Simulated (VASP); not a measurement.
A run of VASP 6.6.1 is set up as follows.

File INCAR:

```
SYSTEM = MnO
PREC = Accurate
ENCUT = 520
EDIFF = 1E-7
ISMEAR = 0
SIGMA = 0.05
LREAL = .FALSE.
LASPH = .TRUE.
NELM = 150
ALGO = Normal
ISIF = 2
LWAVE = .FALSE.
LCHARG = .TRUE.
ISPIN = 2
MAGMOM = 4.76 0.18
LORBIT = 11
LMAXMIX = 4
LDAU = .TRUE.
LDAUTYPE = 2
LDAUL = 2 -1
LDAUU = 3.9 0
LDAUJ = 0 0
LDAUPRINT = 1
GGA = PE
LELF = .TRUE.
LVHAR = .TRUE.
NBANDS = 20
```

Contents of KPOINTS:

```
regular mesh
0
G
  12 12 12
  0 0 0
```

File POSCAR:

```
MnO
1.0
    0.0000000000      2.2680518477      2.2680518477
    2.2680518477      0.0000000000      2.2680518477
    2.2680518477      2.2680518477      0.0000000000
Mn O
1 1
Direct
    0.0000000000      0.0000000000      0.0000000000
    0.5000000000      0.5000000000      0.5000000000
```

Potentials or basis: VASP PAW PBE potentials, release 64 (Mn_pv, O).

The run is started by

```console
$ cat potpaw_PBE.64/Mn_pv/POTCAR potpaw_PBE.64/O/POTCAR > POTCAR
$ mpirun -np 1 vasp_std > vasp.out
```

Q: Predict the band gap on the k mesh.

A: 0.10 eV, indirect (least direct gap 2.25 eV).

Q: Predict the pressure.

A: -1.8 GPa.

Q: Predict the net moment.

A: 5.00 μB per cell.

Eigenvalues of the final occupation matrices:
| site | spin | trace | eigenvalues |
| --- | --- | --- | --- |
| site 1 d | 1 | 4.77 | 0.94 0.94 0.94 0.97 0.97 |
| site 1 d | 2 | 0.18 | 0.02 0.02 0.02 0.07 0.07 |

Caveat: a cell with one magnetic atom can't hold antiferromagnetic order, which such compounds often take. A k mesh can miss the band edges.
